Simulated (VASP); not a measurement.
# W (Fm-3m) in VASP: notebook

The runs below take W through single point, with LDA.

All numbers are computed with VASP 6.6.1; they aren't measurements. Logs are shortened: lines on timing, memory, paths and dates and some standing lists are left out, and cuts for length are marked.

### Step 1. The cell of the first run

Symmetry: Fm-3m, No. 225, cubic system. The conventional cell has a = 3.864 Å, b = 3.864 Å, c = 3.864 Å, α = 90.00°, β = 90.00°, γ = 90.00°. Within 3.6 Å of W (site symmetry m-3m) lie 12 W at 2.73 Å.

This isn't the form of W at room conditions, which is bcc.

### Step 2. Single point, LDA (14.42 Å³/atom)

Input file INCAR:

```
PREC     = Accurate       # precision mode
ENCUT    = 520            # plane-wave cutoff, eV
EDIFF    = 1E-6           # SCF threshold, eV
ISMEAR   = 0              # smearing method
SIGMA    = 0.15           # smearing width, eV
LREAL    = F              # projectors in reciprocal space
LASPH    = T              # aspherical terms in the spheres
NELM     = 80             # most SCF steps
ALGO     = Normal         # electronic algorithm
ISIF     = 2              # what is computed and relaxed
LWAVE    = F              # write WAVECAR
LCHARG   = F              # write CHGCAR
GGA      = CA             # functional
NBANDS   = 13             # bands
```

Input file KPOINTS:

```
regular mesh
0
Gamma
  22 22 22
```

Input file POSCAR:

```
W
1.0
    0.0000000000      1.9320062897      1.9320062897
    1.9320062897      0.0000000000      1.9320062897
    1.9320062897      1.9320062897      0.0000000000
W
1
Direct
    0.0000000000      0.0000000000      0.0000000000
```

Potentials or basis: VASP PAW LDA potentials, release 64 (W_sv).

Launch:

```console
$ cat potpaw_LDA.64/W_sv/POTCAR > POTCAR
$ mpirun -np 1 vasp_std > vasp.out
```

OUTCAR:

```text
PREC = Accurate
   ENCUT = 520
   EDIFF = 1E-6
   ISMEAR = 0
   LREAL = F
   LASPH = T
   NELM = 80
   ISIF = 2
   GGA = CA

 ion  position               nearest neighbor table
   1  0.000  0.000  0.000-

  LATTYP: Found a face centered cubic cell.
 ALAT       =     3.8640125794

  Lattice vectors:

 A1 = (   0.0000000000,   1.9320062897,   1.9320062897)
 A2 = (   1.9320062897,   0.0000000000,   1.9320062897)
 A3 = (   1.9320062897,   1.9320062897,   0.0000000000)

Analysis of symmetry for initial positions (statically):
=====================================================================
 Subroutine PRICEL returns:
 Original cell was already a primitive cell.

 Routine SETGRP: Setting up the symmetry group for a
 face centered cubic supercell.

 Subroutine GETGRP returns: Found 48 space group operations
 (whereof 48 operations were pure point group operations)
 out of a pool of 48 trial point group operations.

The static configuration has the point symmetry O_h .

Analysis of symmetry for dynamics (positions and initial velocities):
=====================================================================
 Subroutine PRICEL returns:
 Original cell was already a primitive cell.

 Routine SETGRP: Setting up the symmetry group for a
 face centered cubic supercell.

 Subroutine GETGRP returns: Found 48 space group operations
 (whereof 48 operations were pure point group operations)
 out of a pool of 48 trial point group operations.

The dynamic configuration has the point symmetry O_h .

 Subroutine INISYM returns: Found 48 space group operations
 (whereof 48 operations are pure point group operations),
 and found     1 'primitive' translations

----------------------------------------------------------------------------------------

                                     Primitive cell

  volume of cell :      14.4230

  direct lattice vectors                    reciprocal lattice vectors
     0.000000000  1.932006290  1.932006290    -0.258798329  0.258798329  0.258798329
     1.932006290  0.000000000  1.932006290     0.258798329 -0.258798329  0.258798329
     1.932006290  1.932006290  0.000000000     0.258798329  0.258798329 -0.258798329

  length of vectors
     2.732269497  2.732269497  2.732269497     0.448251855  0.448251855  0.448251855

  position of ions in fractional coordinates (direct lattice)
     0.000000000  0.000000000  0.000000000

  ion indices of the primitive-cell ions
   primitive index   ion index
                 1           1

----------------------------------------------------------------------------------------

 KPOINTS: regular mesh

Automatic generation of k-mesh.
 Grid dimensions read from file:
 generate k-points for:   22   22   22

 Generating k-lattice:

  Cartesian coordinates                     Fractional coordinates (reciprocal lattice)
    -0.011763560  0.011763560  0.011763560     0.045454545  0.000000000  0.000000000
     0.011763560 -0.011763560  0.011763560     0.000000000  0.045454545  0.000000000
     0.011763560  0.011763560 -0.011763560     0.000000000  0.000000000  0.045454545

  Length of vectors
     0.020375084  0.020375084  0.020375084

  Shift w.r.t. Gamma in fractional coordinates (k-lattice)
     0.000000000  0.000000000  0.000000000

 Subroutine IBZKPT returns following result:
 ===========================================

 Found    328 irreducible k-points:

 Following reciprocal coordinates:
            Coordinates               Weight
  0.000000  0.000000  0.000000      1.000000
  0.045455  0.000000  0.000000      8.000000
  0.090909  0.000000  0.000000      8.000000
  0.136364  0.000000  0.000000      8.000000
  0.181818  0.000000  0.000000      8.000000
  0.227273  0.000000  0.000000      8.000000
[... 16 lines left out ...]
  0.500000  0.045455  0.000000     24.000000
 -0.454545  0.045455  0.000000     24.000000
 [... further k-points ...]
   k-points           NKPTS =    328   k-points in BZ     NKDIM =    328   number of bands    NBANDS=     13
   number of dos      NEDOS =    301   number of ions     NIONS =      1
   total plane-waves  NPLWV =   8000
   dimension x,y,z NGX =    20 NGY =   20 NGZ =   20
   dimension x,y,z NGXF=    40 NGYF=   40 NGZF=   40
   ions per type =               1
   NGX,Y,Z   is equivalent  to a cutoff of  12.17, 12.17, 12.17 a.u.
   NGXF,Y,Z  is equivalent  to a cutoff of  24.34, 24.34, 24.34 a.u.
 SYSTEM =  unknown system
   PREC   = accura    normal or accurate (medium, high low for compatibility)
   ISTART =      0    job   : 0-new  1-cont  2-samecut
   ICHARG =      2    charge: 1-file 2-atom 10-const
   ISPIN  =      1    spin polarized calculation?
   LNONCOLLINEAR =      F non collinear calculations
   LSORBIT =      F    spin-orbit coupling
   LASPH  =      T    aspherical Exc in radial PAW
   ENCUT  =  520.0 eV  38.22 Ry    6.18 a.u.   5.08  5.08  5.08*2*pi/ulx,y,z
   NELM   =     80;   NELMIN=  2; NELMDL= -5     # of ELM steps
   EDIFF  = 0.1E-05   stopping-criterion for ELM
   LREAL  =      F    real-space projection
   EDIFFG = 0.1E-04   stopping-criterion for IOM
   NSW    =      0    number of steps for IOM
   IBRION =     -1    ionic relax: 0-MD 1-quasi-New 2-CG
   NFREE  =      0    steps in history (QN), initial steepest desc. (CG)
   ISIF   =      2    stress and relaxation
   ISYM   =      2    0-nonsym 1-usesym 2-fastsym
   POTIM  = 0.5000    time-step for ionic-motion
   TEBEG  =    0.0;   TEEND  =   0.0 temperature during run
   PSTRESS=    0.0 pullay stress
   NELECT =      14.0000    total number of electrons
   NUPDOWN=      -1.0000    fix difference up-down
   EMIN   =  10.00;   EMAX   =-10.00  energy-range for DOS
   EFERMI =   0.00;   METHOD = LEGACY
   ISMEAR =     0;   SIGMA  =   0.15  broadening in eV -4-tet -1-fermi 0-gaus
   EFERMI_NEDOS =   21; number of points for ismear=-14 and -15
   IALGO  =     38    algorithm
   IMIX   =      4    mixing-type and parameters
     AMIX     =   0.40;   BMIX     =  1.00
     AMIX_MAG =   1.60;   BMIX_MAG =  1.00
  volume/ion in A,a.u.               =      14.42        97.33
  Fermi-wavevector in a.u.,A,eV,Ry     =   1.620935  3.063123 35.748366  2.627431
  Thomas-Fermi vector in A             =   2.714793
   LORBIT       =      0    0 simple, 1 ext, 2 COOP (PROOUT), +10 PAW based schemes
   GGA     = CA    functional components
   LHFCALC =     F    Hartree Fock is set to
   AEXX    =    0.0000 exact exchange contribution
   IVDW    =     0    specifies the selected vdW correction
   LEPSILON=     F    determine dielectric tensor
   LRPA    =     F    only Hartree local field effects (RPA)
 non-spin polarized calculation
 Gauss-broadening in eV      SIGMA  =   0.15
  energy-cutoff  :      520.00
  volume of cell :       14.42
 maximum number of plane-waves:       397
   NGX = 11   NGY = 11   NGZ = 11

 number of electron      14.0000003 magnetization

 Free energy of the ion-electron system (eV)
  ---------------------------------------------------
  ext. energy  EPLUGINS =         0.00000000
  ---------------------------------------------------
  free energy    TOTEN  =       -13.48875237 eV

  energy without entropy =      -13.47625001  energy(sigma->0) =      -13.48250119

 E-fermi :  12.2233     XC(G=0): -14.3537

 val. band max:       12.2232855340   @ k =   0.2273   0.1364   0.0000
 cond. band min:      12.2263408101   @ k =   0.2273   0.0909   0.0455
 fundamental gap:      0.0030552761
 Fermi energy:        12.2233369113

 k-point     1 :       0.0000    0.0000    0.0000
  band No.  band energies     occupation
      1     -60.7742      2.00000
      2     -24.4331      2.00000
      3     -24.4331      2.00000
      4     -24.4331      2.00000
      5       2.6985      2.00000
      6      11.4675      2.00000
      7      11.4675      2.00000
      8      11.4675      2.00000
      9      15.1829      0.00000
     10      15.1829      0.00000
     11      25.2397      0.00000
     12      31.0547      0.00000
     13      31.0547      0.00000

 k-point     2 :       0.0455    0.0000    0.0000
  band No.  band energies     occupation
      1     -60.7703      2.00000
      2     -24.4730      2.00000
      3     -24.4380      2.00000
      4     -24.4380      2.00000
      5       2.8067      2.00000
      6      11.3819      2.00000
      7      11.5187      2.00000
      8      11.5187      2.00000
      9      15.1301      0.00000
     10      15.1301      0.00000
     11      25.4587      0.00000
     12      30.6005      0.00000
     13      31.2583      0.00000

 k-point     3 :       0.0909    0.0000    0.0000
  band No.  band energies     occupation
      1     -60.7589      2.00000
      2     -24.5884      2.00000
      3     -24.4521      2.00000
      4     -24.4521      2.00000
      5       3.1214      2.00000
      6      11.1533      2.00000
      7      11.6594      2.00000
      8      11.6594      2.00000
      9      14.9973      0.00000
     10      14.9973      0.00000
     11      26.0692      0.00000
     12      29.6502      0.00000
     13      31.8531      0.00000
[... 305 lines left out ...]
 k-point    23 :       0.5000    0.0455    0.0000
  band No.  band energies     occupation
      1     -60.5778      2.00000
      2     -26.2021      2.00000
      3     -24.6907      2.00000
      4     -24.6751      2.00000
      5       6.0292      2.00000
      6      11.0231      2.00000
      7      11.2586      2.00000
      8      13.3448      0.00000
      9      18.2162      0.00000
     10      18.3480      0.00000
     11      24.4738      0.00000
     12      25.2648      0.00000
     13      32.3008      0.00000

 k-point    24 :      -0.4545    0.0455    0.0000
  band No.  band energies     occupation
      1     -60.5792      2.00000
      2     -26.1911      2.00000
      3     -24.6959      2.00000
      4     -24.6668      2.00000
      5       6.0326      2.00000
      6      11.0519      2.00000
      7      11.2559      2.00000
      8      13.2630      0.00000
      9      17.9751      0.00000
     10      18.4585      0.00000
     11      24.3912      0.00000
     12      25.5105      0.00000
     13      32.3233      0.00000

 [... further k-points ...]

------------------------ aborting loop because EDIFF is reached ----------------------------------------

  FORCE on cell =-STRESS in cart. coord.  units (eV):
  Direction    XX          YY          ZZ          XY          YZ          ZX
  --------------------------------------------------------------------------------------
  -------------------------------------------------------------------------------------
  Total        3.0029535      3.0029535      3.0029535      0.0000000      0.0000000      0.0000000
  in kB      333.5827544    333.5827544    333.5827544      0.0000000      0.0000000      0.0000000
  external PRESSURE =     333.5827544 kB  Pullay stress =       0.0000000 kB

 VOLUME and BASIS-vectors are now :
 -----------------------------------------------------------------------------
  energy-cutoff  :      520.00
  volume of cell :       14.42
      direct lattice vectors                 reciprocal lattice vectors
     0.000000000  1.932006290  1.932006290    -0.258798329  0.258798329  0.258798329
     1.932006290  0.000000000  1.932006290     0.258798329 -0.258798329  0.258798329
     1.932006290  1.932006290  0.000000000     0.258798329  0.258798329 -0.258798329

 POSITION                                       TOTAL-FORCE (eV/Angst)
 -----------------------------------------------------------------------------------
      0.00000      0.00000      0.00000         0.000000     -0.000000      0.000000
 -----------------------------------------------------------------------------------
    total drift:                                0.000000      0.000000      0.000000

  FREE ENERGIE OF THE ION-ELECTRON SYSTEM (eV)
  ---------------------------------------------------
  free  energy   TOTEN  =       -13.4887523749 eV

  energy  without entropy=      -13.4762500094  energy(sigma->0) =      -13.48250119
```

Wall time 65 s (1 thread of Intel Xeon 8259CL, shared host); peak memory 0.17 GiB.

Results:

| Property | Result |
| --- | --- |
| Free energy | -13.4888 eV |
| Pressure | 33.4 GPa |
| Band gap on the k mesh | zero (bands 7 and 8 overlap by 4.83 eV) |

Levels at points of the mesh, in eV from the Fermi level:
| k point | band 4 | band 5 | band 6 | band 7 | band 8 | band 9 | band 10 | band 11 |
| --- | --- | --- | --- | --- | --- | --- | --- | --- |
| (0.00, 0.00, 0.00) | -36.66 | -9.52 | -0.76 | -0.76 | -0.76 | 2.96 | 2.96 | 13.02 |
| (0.50, 0.00, 0.00) | -36.89 | -6.29 | -1.06 | -1.06 | 1.31 | 5.98 | 5.98 | 12.41 |
| (0.50, 0.50, 0.00) | -37.30 | -6.44 | -5.38 | 4.08 | 5.94 | 6.90 | 6.90 | 13.01 |

Caveat: the cell stands under pressure; spin-orbit coupling is left out, which moves the levels of the heavy elements.

### Step 3. Single point, LDA (14.67 Å³/atom)

This run uses another cell than the first one, of 14.67 Å³/atom.

Input file INCAR:

```
SYSTEM = W
PREC     = Accurate       ! precision mode
ENCUT    = 520            ! plane-wave cutoff, eV
EDIFF    = 1E-6           ! SCF threshold, eV
ISMEAR   = 0              ! smearing method
SIGMA    = 0.15           ! smearing width, eV
LREAL    = .FALSE.        ! projectors in reciprocal space
LASPH    = .TRUE.         ! aspherical terms in the spheres
NELM     = 100            ! most SCF steps
ALGO     = Normal         ! electronic algorithm
ISIF     = 2              ! what is computed and relaxed
LWAVE    = .FALSE.        ! write WAVECAR
LCHARG   = .FALSE.        ! write CHGCAR
GGA      = CA             ! functional
NBANDS   = 13             ! bands
```

Input file KPOINTS:

```
Automatic mesh
0
G
  22 22 22
  0 0 0
```

Input file POSCAR:

```
W
1.0
    0.0000000000      1.9431493114      1.9431493114
    1.9431493114      0.0000000000      1.9431493114
    1.9431493114      1.9431493114      0.0000000000
W
1
Direct
    0.0000000000      0.0000000000      0.0000000000
```

Potentials or basis: VASP PAW LDA potentials, release 64 (W_sv).

Launch:

```console
$ cat potpaw_LDA.64/W_sv/POTCAR > POTCAR
$ mpirun -np 1 vasp_std > vasp.out
```

OUTCAR:

```text
SYSTEM = W
   PREC = Accurate
   ENCUT = 520
   EDIFF = 1E-6
   ISMEAR = 0
   LREAL = .FALSE.
   LASPH = .TRUE.
   NELM = 100
   ISIF = 2
   GGA = CA

 ion  position               nearest neighbor table
   1  0.000  0.000  0.000-

  LATTYP: Found a face centered cubic cell.
 ALAT       =     3.8862986228

  Lattice vectors:

 A1 = (   0.0000000000,   1.9431493114,   1.9431493114)
 A2 = (   1.9431493114,   0.0000000000,   1.9431493114)
 A3 = (   1.9431493114,   1.9431493114,   0.0000000000)

Analysis of symmetry for initial positions (statically):
=====================================================================
 Subroutine PRICEL returns:
 Original cell was already a primitive cell.

 Routine SETGRP: Setting up the symmetry group for a
 face centered cubic supercell.

 Subroutine GETGRP returns: Found 48 space group operations
 (whereof 48 operations were pure point group operations)
 out of a pool of 48 trial point group operations.

[... 166 lines left out ...]

 k-point     1 :       0.0000    0.0000    0.0000
  band No.  band energies     occupation
      1     -61.0617      2.00000
      2     -24.7563      2.00000
      3     -24.7563      2.00000
      4     -24.7563      2.00000
      5       2.5173      2.00000
      6      11.2329      2.00000
      7      11.2329      2.00000
      8      11.2329      2.00000
      9      14.8589      0.00000
     10      14.8589      0.00000
     11      24.9636      0.00000
     12      30.6867      0.00000
     13      30.6867      0.00000
[... 354 lines left out ...]
  band No.  band energies     occupation
      1     -60.8807      2.00000
      2     -26.4194      2.00000
      3     -25.0055      2.00000
      4     -24.9781      2.00000
      5       5.8690      2.00000
      6      10.8293      2.00000
      7      11.0292      2.00000
      8      12.9267      0.00000
      9      17.5837      0.00000
     10      18.0542      0.00000
     11      23.9058      0.00000
     12      25.1453      0.00000
     13      31.8584      0.00000

 [... further k-points ...]

------------------------ aborting loop because EDIFF is reached ----------------------------------------

  FORCE on cell =-STRESS in cart. coord.  units (eV):
  Direction    XX          YY          ZZ          XY          YZ          ZX
  --------------------------------------------------------------------------------------
  -------------------------------------------------------------------------------------
  Total        2.3842183      2.3842183      2.3842183      0.0000000      0.0000000      0.0000000
  in kB      260.3203285    260.3203285    260.3203285      0.0000000      0.0000000      0.0000000
  external PRESSURE =     260.3203285 kB  Pullay stress =       0.0000000 kB

 VOLUME and BASIS-vectors are now :
 -----------------------------------------------------------------------------
  energy-cutoff  :      520.00
  volume of cell :       14.67
      direct lattice vectors                 reciprocal lattice vectors
     0.000000000  1.943149311  1.943149311    -0.257314246  0.257314246  0.257314246
     1.943149311  0.000000000  1.943149311     0.257314246 -0.257314246  0.257314246
     1.943149311  1.943149311  0.000000000     0.257314246  0.257314246 -0.257314246

 POSITION                                       TOTAL-FORCE (eV/Angst)
 -----------------------------------------------------------------------------------
      0.00000      0.00000      0.00000         0.000000      0.000000     -0.000000
 -----------------------------------------------------------------------------------
    total drift:                                0.000000     -0.000000     -0.000000

  FREE ENERGIE OF THE ION-ELECTRON SYSTEM (eV)
  ---------------------------------------------------
  free  energy   TOTEN  =       -13.5353970037 eV

  energy  without entropy=      -13.5229906090  energy(sigma->0) =      -13.52919381
```

Run time: 70 s. Hardware: 1 thread of Intel Xeon 8259CL, shared host; peak memory 0.17 GiB.

What came out:

| Property | Result |
| --- | --- |
| Free energy | -13.5354 eV |
| Pressure | 26.0 GPa |
| Band gap on the k mesh | zero (bands 7 and 8 overlap by 4.67 eV) |

Levels at points of the mesh, in eV from the Fermi level:
```csv
k point,band 3,band 4,band 5,band 6,band 7,band 8,band 9,band 10,band 11,band 12
"(0.00, 0.00, 0.00)",-36.72,-36.72,-9.44,-0.73,-0.73,-0.73,2.90,2.90,13.00,18.73
"(0.50, 0.00, 0.00)",-36.94,-36.94,-6.19,-1.02,-1.02,1.23,5.85,5.85,12.11,12.69
"(0.50, 0.50, 0.00)",-37.32,-37.32,-6.30,-5.25,3.95,5.80,6.74,6.74,12.84,12.84
```

Caveat: the cell stands under pressure; spin-orbit coupling is left out, which moves the levels of the heavy elements.

(Part 1 of 2 ends here.)
